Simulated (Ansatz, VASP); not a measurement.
# Te2Mo in VASP and in Ansatz

File INCAR:

```
PREC = Accurate
ENCUT = 520
EDIFF = 1E-6
ISMEAR = 0
SIGMA = 0.05
LREAL = False
LASPH = True
NELM = 100
ALGO = Normal
ISIF = 2
LWAVE = False
LCHARG = False
GGA = CA
NBANDS = 20
```

KPOINTS

```
Automatic mesh
0
Gamma
  12 12 2
```

POSCAR

```
Te2Mo
1.0
    3.5602328140      0.0000000000      0.0000000000
   -1.7801164070      3.0832520603      0.0000000000
    0.0000000000      0.0000000000     17.5240578200
Te Mo
2 1
Direct
    0.2832082935      0.6299725908      0.8978554500
    0.3333333333      0.6666666667      0.1021445500
    0.0000000000      0.0000000000      0.0000000000
```

Input for Ansatz:

```yaml
crystal:
  lattice:
    - [3.560232814, 0.0, 0.0]
    - [-1.780116407, 3.0832520603, 0.0]
    - [0.0, 0.0, 17.52405782]
  atoms:
    - { symbol: Te, position: [0.2832082935, 0.6299725908, 0.89785545] }
    - { symbol: Te, position: [0.3333333333, 0.6666666667, 0.10214455] }
    - { symbol: Mo, position: [0.0, 0.0, 0.0] }
basis:
  ecutwfc: 420
kpoints:
  mp_grid: { grid: [12, 12, 2] }
hamiltonian:
  xc: lda
scf:
  occupations: { method: gaussian, width: 0.05 }
output:
  forces: true
  stress: true
  eigenvalues: true
```

Alike in both runs: task single point; functional LDA; k mesh 12 × 12 × 2; occupations gaussian, width 0.05 eV; no spin polarisation.

|  | VASP | Ansatz |
| --- | --- | --- |
| version | VASP 6.6.1 | Ansatz 0.2.0 |
| potentials or method | VASP PAW LDA potentials, release 64 (Te, Mo_sv), cutoff 520 eV | scalar-relativistic, plane waves, PAW |
| valence electrons in the cell | 26 | 46 |

```csv
,VASP,Ansatz,Ansatz less VASP
gap on the k mesh at the Fermi level (eV),1.04,1.04,0.000
least direct gap on the mesh (eV),1.04,1.04,0.000
rms of the force components (eV/Å),0.488,0.494,+0.0058
```

LDA's correlation is that of Perdew and Zunger in VASP and of Perdew and Wang (1992) in Ansatz. Atom by atom the forces differ by 0.025 eV/Å (rms over components). VASP's potentials hold 26 valence electrons a cell and Ansatz's 46, so a difference there can come from the potentials and not from the codes.

Neither program's run includes spin-orbit coupling.
